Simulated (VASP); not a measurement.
Input of a VASP 6.6.1 run:

The input INCAR:

```
PREC     = Accurate       # precision mode
ENCUT    = 520            # plane-wave cutoff, eV
EDIFF    = 1E-6           # SCF threshold, eV
ISMEAR   = 0              # smearing method
SIGMA    = 0.01           # smearing width, eV
LREAL    = Auto         
LASPH    = T              # aspherical terms in the spheres
NELM     = 60             # most SCF steps
ALGO     = Normal         # electronic algorithm
ISIF     = 2              # what is computed and relaxed
LWAVE    = F              # write WAVECAR
LCHARG   = T              # write CHGCAR
GGA      = PE             # functional
LELF     = T              # ELF
LVHAR    = T            
NBANDS   = 88             # bands
```

The input KPOINTS:

```
Automatic mesh
0
Gamma
  1 1 1
  0.25 0.25 0.25
```

File POSCAR:

```
Al16CN16
1.0
    6.2595139100      0.0000000600      0.0000000000
   -3.1297570100      5.4208980300      0.0000000000
    0.0000000000      0.0000000000     10.0348065900
Al N C
16 16 1
Direct
    0.3333333300      0.1666666700      0.2496176900
    0.1666666700      0.3333333300      0.4996176900
    0.3333333300      0.1666666700      0.7496176900
    0.1666666700      0.3333333300      0.9996176900
    0.3333333300      0.6666666700      0.2496176900
    0.1666666700      0.8333333300      0.4996176900
    0.3333333300      0.6666666700      0.7496176900
    0.1666666700      0.8333333300      0.9996176900
    0.8333333300      0.1666666700      0.2496176900
    0.6666666700      0.3333333300      0.4996176900
    0.8333333300      0.1666666700      0.7496176900
    0.6666666700      0.3333333300      0.9996176900
    0.8333333300      0.6666666700      0.2496176900
    0.6666666700      0.8333333300      0.4996176900
    0.8333333300      0.6666666700      0.7496176900
    0.6666666700      0.8333333300      0.9996176900
    0.3333333300      0.1666666700      0.4403823100
    0.1666666700      0.3333333300      0.1903823100
    0.3333333300      0.1666666700      0.9403823100
    0.1666666700      0.3333333300      0.6903823100
    0.3333333300      0.6666666700      0.4403823100
    0.1666666700      0.8333333300      0.1903823100
    0.3333333300      0.6666666700      0.9403823100
    0.1666666700      0.8333333300      0.6903823100
    0.8333333300      0.1666666700      0.4403823100
    0.6666666700      0.3333333300      0.1903823100
    0.8333333300      0.1666666700      0.9403823100
    0.6666666700      0.3333333300      0.6903823100
    0.8333333300      0.6666666700      0.4403823100
    0.6666666700      0.8333333300      0.1903823100
    0.8333333300      0.6666666700      0.9403823100
    0.6666666700      0.8333333300      0.6903823100
    0.0000000000      0.0000000000      0.3450000000
```

Potentials or basis: VASP PAW PBE potentials, release 64 (Al, N, C).

Command:

```bash
$ cat potpaw_PBE.64/Al/POTCAR potpaw_PBE.64/N/POTCAR potpaw_PBE.64/C/POTCAR > POTCAR
$ mpirun -np 1 vasp_std > vasp.out
```

Estimate the pressure.

5.4 GPa.

Estimate the largest force.

1.970 eV/Å.

Estimate the band gap on the k mesh.

0.23 eV.

Forces in eV/Å, atoms in the order of the input:
```
Al  -0.300 -0.173 -0.530
Al   0.000  0.580  0.380
Al   0.087  0.050  0.292
Al   0.000  0.056  0.314
Al   0.000  0.000 -0.472
Al   0.502 -0.290  0.380
Al   0.000  0.000  0.265
Al   0.048 -0.028  0.314
Al   0.300 -0.173 -0.530
Al   0.000  0.000  1.197
Al  -0.087  0.050  0.292
Al   0.000  0.000  0.081
Al   0.000  0.346 -0.530
Al  -0.502 -0.290  0.380
Al   0.000 -0.100  0.292
Al  -0.048 -0.028  0.314
N    1.288  0.743  0.985
N    0.000  1.466 -1.315
N   -0.010 -0.006 -0.205
N    0.000 -0.086 -0.323
N    0.000  0.000 -0.008
N    1.270 -0.733 -1.315
N    0.000  0.000 -0.399
N   -0.075  0.043 -0.323
N   -1.288  0.743  0.985
N    0.000  0.000  0.151
N    0.010 -0.006 -0.205
N    0.000  0.000  0.159
N    0.000 -1.487  0.985
N   -1.270 -0.733 -1.315
N    0.000  0.012 -0.205
N    0.075  0.043 -0.323
C    0.000  0.000  0.232
```

Caveat: the k points lie up to 1.16 Å⁻¹ apart.
